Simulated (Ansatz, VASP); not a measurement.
# Two plane-wave programs on MgBe2SeO2

Contents of INCAR:

```
SYSTEM = MgBe2SeO2
  PREC = Accurate
  ENCUT = 520
  EDIFF = 1E-7
  ISMEAR = 0
  SIGMA = 0.1
  LREAL = .False.
  LASPH = .True.
  NELM = 60
  ALGO = Normal
  ISIF = 2
  LWAVE = .False.
  LCHARG = .True.
  GGA = PE
  LELF = .True.
  LVHAR = .True.
  NBANDS = 21
```

Contents of KPOINTS:

```
Automatic mesh
0
Gamma
  4 4 6
  0 0 0
```

POSCAR

```
MgBe2SeO2
1.0
    2.6509164900     -4.5897855200      0.0000000000
    2.6509164900      4.5897855200      0.0000000000
    0.0000000000      0.0000000000      3.0075841500
Mg Be Se O
1 2 1 2
Direct
    0.5000000000      0.5000000000      0.0000000000
    0.1669560000      0.8330440000      0.0000000000
    0.8330440000      0.1669560000      0.0000000000
    0.0000000000      0.0000000000      0.5000000000
    0.0000000000      0.5000000000      0.5000000000
    0.5000000000      0.0000000000      0.5000000000
```

Input for Ansatz:

```yaml
crystal:
  lattice:
    - [2.65091649, -4.58978552, 0.0]
    - [2.65091649, 4.58978552, 0.0]
    - [0.0, 0.0, 3.00758415]
  atoms:
    - { symbol: Mg, position: [0.5, 0.5, 0.0] }
    - { symbol: Be, position: [0.166956, 0.833044, 0.0] }
    - { symbol: Be, position: [0.833044, 0.166956, 0.0] }
    - { symbol: Se, position: [0.0, 0.0, 0.5] }
    - { symbol: O, position: [0.0, 0.5, 0.5] }
    - { symbol: O, position: [0.5, 0.0, 0.5] }
basis:
  ecutwfc: 420
kpoints:
  mp_grid: { grid: [4, 4, 6] }
hamiltonian:
  xc: pbe
scf:
  occupations: { method: gaussian, width: 0.1 }
  lower_state_search: "off"
output:
  forces: true
  stress: true
  eigenvalues: true
```

Change from the starting cell: species swapped into the CeB2Ir2Rh type (Cmmm, No. 65).

Alike in both runs: task single point; functional PBE; k mesh 4 × 4 × 6; occupations gaussian, width 0.1 eV; no spin polarisation.

|  | VASP | Ansatz |
| --- | --- | --- |
| version | VASP 6.6.1 | Ansatz 0.2.0 |
| potentials or method | VASP PAW PBE potentials, release 64 (Mg, Be, Se, O), cutoff 520 eV | scalar-relativistic, plane waves, PAW |
| valence electrons in the cell | 24 | 42 |

```csv
,VASP,Ansatz,Ansatz less VASP
gap on the k mesh at the Fermi level (eV),none,none,-
pressure (GPa),-0.1,-0.2,-0.07
"traceless stress, the component that is largest in VASP (GPa)",16.81,16.79,-0.020
rms of the force components (eV/Å),1.082,1.072,-0.0093
```

Atom by atom the forces differ by 0.009 eV/Å (rms over components). A gap of «none» marks a metal or a gap that the smearing closes. With one functional, cell and mesh, what is left measures potentials, basis and numerics. VASP's potentials hold 24 valence electrons a cell and Ansatz's 42, so a difference there can come from the potentials and not from the codes.
